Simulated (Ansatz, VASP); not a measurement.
One calculation of InSb3, two programs

INCAR

```
SYSTEM = InSb3
PREC = Accurate
ENCUT = 520
EDIFF = 1E-6
ISMEAR = 0
SIGMA = 0.1
LREAL = .False.
LASPH = .True.
NELM = 150
ALGO = Normal
ISIF = 2
LWAVE = .False.
LCHARG = .True.
ISPIN = 2
MAGMOM = 0.5 0 0 0
LORBIT = 11
GGA = RE
LELF = .True.
LVHAR = .True.
NBANDS = 26
```

Contents of KPOINTS:

```
regular mesh
0
Gamma
  6 6 6
  0 0 0
```

POSCAR

```
InSb3
1.0
    4.8063670000      0.0000000000      0.0000000000
    0.0000000000      4.8063670000      0.0000000000
    0.0000000000      0.0000000000      4.8063670000
In Sb
1 3
Direct
    0.0000000000      0.0000000000      0.0000000000
    0.5000000000      0.0000000000      0.5000000000
    0.0000000000      0.5000000000      0.5000000000
    0.5000000000      0.5000000000      0.0000000000
```

Input for Ansatz:

```yaml
crystal:
  lattice:
    - [4.806367, 0.0, 0.0]
    - [0.0, 4.806367, 0.0]
    - [0.0, 0.0, 4.806367]
  atoms:
    - { symbol: In, position: [0.0, 0.0, 0.0], spin: 0.5 }
    - { symbol: Sb, position: [0.5, 0.0, 0.5] }
    - { symbol: Sb, position: [0.0, 0.5, 0.5] }
    - { symbol: Sb, position: [0.5, 0.5, 0.0] }
basis:
  ecutwfc: "32 Ry"
kpoints:
  mp_grid: { grid: [6, 6, 6] }
hamiltonian:
  xc: revpbe
scf:
  occupations: { method: gaussian, width: 0.1 }
  lower_state_search: "off"
output:
  forces: true
  stress: true
  eigenvalues: true
  populations: true
magnetization:
  spin_polarized: true
```

Alike in both runs: task single point; functional revPBE; k mesh 6 × 6 × 6; occupations gaussian, width 0.1 eV; collinear spin.

|  | VASP | Ansatz |
| --- | --- | --- |
| version | VASP 6.6.1 | Ansatz 0.2.0 |
| potentials or method | VASP PAW PBE potentials, release 64 (In_d, Sb), cutoff 520 eV | scalar-relativistic, plane waves, PAW |
| valence electrons in the cell | 28 | 58 |

```tsv
	VASP	Ansatz	Ansatz less VASP
gap on the k mesh at the Fermi level (eV)	none	none	-
pressure (GPa)	1.0	1.2	+0.13
net moment per atom (μB)	0.00	0.00	0.000
```

VASP's potentials were made for PBE, not for revPBE. A gap of «none» marks a metal or a gap that the smearing closes. VASP's potentials hold 28 valence electrons a cell and Ansatz's 58, so a difference there can come from the potentials and not from the codes. Ansatz's warnings: seeded moment not kept.

Spin-orbit coupling is off throughout.
